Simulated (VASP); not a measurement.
Si, 2 atoms in the cell. Symmetry: Fd-3m, No. 227, cubic system. The conventional cell has a = 5.551 Å, b = 5.551 Å, c = 5.551 Å, α = 90.00°, β = 90.00°, γ = 90.00°. Si (site symmetry -43m) has 4 Si at 2.40 Å within 3.2 Å.  This cell differs from its parent crystal: volume scaled by 1.06.

| Quantity | Value |
| --- | --- |
| Program | VASP 6.6.1 |
| Task | single point |
| Functional | r2SCAN |
| Potentials or basis | VASP PAW PBE potentials, release 64 (Si) |
| Cutoff | 520 eV |
| k mesh | 10 × 10 × 10 |
| Occupations | gaussian, width 0.02 eV |
| Spin | no spin polarisation |
| Dipole correction | no |
| Further INCAR settings | ALGO = Normal; EDIFF = 1e-06; NBANDS = 11 |

Potentials or basis: VASP PAW PBE potentials, release 64 (Si).

Command:

```sh
$ cat potpaw_PBE.64/Si/POTCAR > POTCAR
$ cp INCAR.step1 INCAR
$ mpirun -np 1 vasp_std > vasp.out
$ cp INCAR.step2 INCAR
$ mpirun -np 1 vasp_std > vasp.out
```

Hardware: 1 thread of Intel(R) Xeon(R) Platinum 8259CL CPU @ 2.50GHz (Skylake/Cascade Lake), with other jobs on the host.

Question: Estimate the wall time of this run.

Answer: Run time: 2.2 min on 1 thread of Intel(R) Xeon(R) Platinum 8259CL CPU @ 2.50GHz (Skylake/Cascade Lake), with other jobs on the host, peak memory 0.16 GiB. Counts: k points 47.
